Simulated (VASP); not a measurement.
Input of a VASP 6.6.1 run:

The input INCAR:

```
SYSTEM = CdTe
ALGO = Normal
EDIFF = 1E-8
ENCUT = 520
GGA = PS
IBRION = 8
ISIF = 2
ISMEAR = 0
LASPH = .True.
LCHARG = .False.
LREAL = .False.
LWAVE = .False.
NELM = 100
NSW = 1
PREC = Accurate
SIGMA = 0.01
```

The input KPOINTS:

```
k-points
0
Gamma
  6 6 6
  0 0 0
```

The input POSCAR:

```
CdTe
1.0
    0.0000000000      3.2447046466      3.2447046466
    3.2447046466      0.0000000000      3.2447046466
    3.2447046466      3.2447046466      0.0000000000
Cd Te
1 1
Direct
    0.0000000000      0.0000000000      0.0000000000
    0.7500000000      0.7500000000      0.7500000000
```

Potentials or basis: VASP PAW PBE potentials, release 64 (Cd, Te).

Command:

```bash
$ cat potpaw_PBE.64/Cd/POTCAR potpaw_PBE.64/Te/POTCAR > POTCAR
$ mpirun -np 1 vasp_std > vasp.out
```

Problem. Estimate the highest phonon frequency at Γ, LO-TO splitting left out.

Solution. 142 cm⁻¹.

Phonon frequencies in cm⁻¹ (negative: imaginary):
```
              q point        frequencies
(0.000, 0.000, 0.000)  0 0 0 142 142 142
```
